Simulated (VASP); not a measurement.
A run of VASP 6.6.1 is set up as follows.

The input INCAR:

```
SYSTEM = InAs
ALGO     = Normal         ! electronic algorithm
EDIFF    = 1E-7           ! SCF threshold, eV
ENCUT    = 520            ! plane-wave cutoff, eV
GGA      = PS             ! functional
ISIF     = 2              ! what is computed and relaxed
ISMEAR   = -1             ! smearing method
LASPH    = .TRUE.         ! aspherical terms in the spheres
LCHARG   = .FALSE.        ! write CHGCAR
LREAL    = .FALSE.        ! projectors in reciprocal space
LWAVE    = .FALSE.        ! write WAVECAR
NBANDS   = 16             ! bands
NELM     = 60             ! most SCF steps
PREC     = Accurate       ! precision mode
SIGMA    = 0.15           ! smearing width, eV
```

The input KPOINTS:

```
k-points
0
G
  12 12 12
  0 0 0
```

Contents of POSCAR:

```
InAs
1.0
    0.0000000000      3.0102347690      3.0102347690
    3.0102347690      0.0000000000      3.0102347690
    3.0102347690      3.0102347690      0.0000000000
In As
1 1
Direct
    0.0000000000      0.0000000000      0.0000000000
    0.7500000000      0.7500000000      0.7500000000
```

Potentials or basis: VASP PAW PBE potentials, release 64 (In_d, As).

Command:

```sh
$ cat potpaw_PBE.64/In_d/POTCAR potpaw_PBE.64/As/POTCAR > POTCAR
$ mpirun -np 1 vasp_std > vasp.out
```

Question: What does it give for the band gap on the k mesh?

Answer: Zero (filled and empty bands touch).

Question: Estimate the pressure.

Answer: 2.1 GPa.

Caveat: the PAW data sets were made with another functional, which shifts forces and pressure a little; spin-orbit coupling is left out, which moves the levels of the heavy elements.
